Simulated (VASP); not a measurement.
Set up this calculation in VASP 6.6.1, as the native input.

```
Task                   : single point
Functional             : BLYP
Potentials or basis    : VASP PAW PBE potentials, release 64 (Cu_sv_GW, O)
Cutoff                 : 700 eV
k mesh                 : 4 × 4 × 3
Occupations            : gaussian, width 0.1 eV
Spin                   : collinear spin, ferromagnetic start
Starting moments       : [0.46, 0.25] μB
Hubbard terms          : Cu d U = 2.0 eV
Dipole correction      : no
Second run             : valence_matched
Further INCAR settings : ALGO = Normal; EDIFF = 1e-06; NBANDS = 24; ISYM = 0
```

The structure of CuO lies in POSCAR:

```
CuO
1.0
    0.0000000000      2.1165600000      2.1165600000
    2.1165600000      0.0000000000      2.1165600000
    2.1165600000      2.1165600000      0.0000000000
Cu O
1 1
Direct
    0.0000000000      0.0000000000      0.0000000000
    0.5000000000      0.5000000000      0.5000000000
```

These files were run (other wordings do the same):

INCAR

```
  PREC = Accurate
  ENCUT = 700
  EDIFF = 1E-6
  ISMEAR = 0
  SIGMA = 0.1
  LREAL = False
  LASPH = True
  NELM = 200
  ALGO = Normal
  ISIF = 2
  LWAVE = False
  LCHARG = False
  ISPIN = 2
  MAGMOM = 0.46 0.25
  LORBIT = 11
  LMAXMIX = 4
  LDAU = True
  LDAUTYPE = 2
  LDAUL = 2 -1
  LDAUU = 2 0
  LDAUJ = 0 0
  LDAUPRINT = 1
  GGA = B5
  ALDAX = 1.0
  AGGAX = 1.0
  AGGAC = 1.0
  ALDAC = 0.0
  NBANDS = 24
  ISYM = 0
  GGA_COMPAT = False
```

KPOINTS

```
Automatic mesh
0
Gamma
  4 4 3
```

Potentials or basis: VASP PAW PBE potentials, release 64 (Cu_sv_GW, O).

Launch:

```bash
$ cat potpaw_PBE.64/Cu_sv_GW/POTCAR potpaw_PBE.64/O/POTCAR > POTCAR
$ mpirun -np 1 vasp_std > vasp.out
```

Results of the run:

| Property | Result |
| --- | --- |
| Pressure | 5.4 GPa |
| Net moment | 0.00 μB per cell |
| Valence electrons inside the program's atomic spheres | Cu 17.46; O 4.94 |

Caveat: the k points lie up to 0.86 Å⁻¹ apart; the PAW data sets were made with another functional, which shifts forces and pressure a little.

Wall time 53 s on 1 thread of AMD EPYC 9R45 96-Core Processor (Zen 5), on a shared host, peak memory 0.17 GiB.
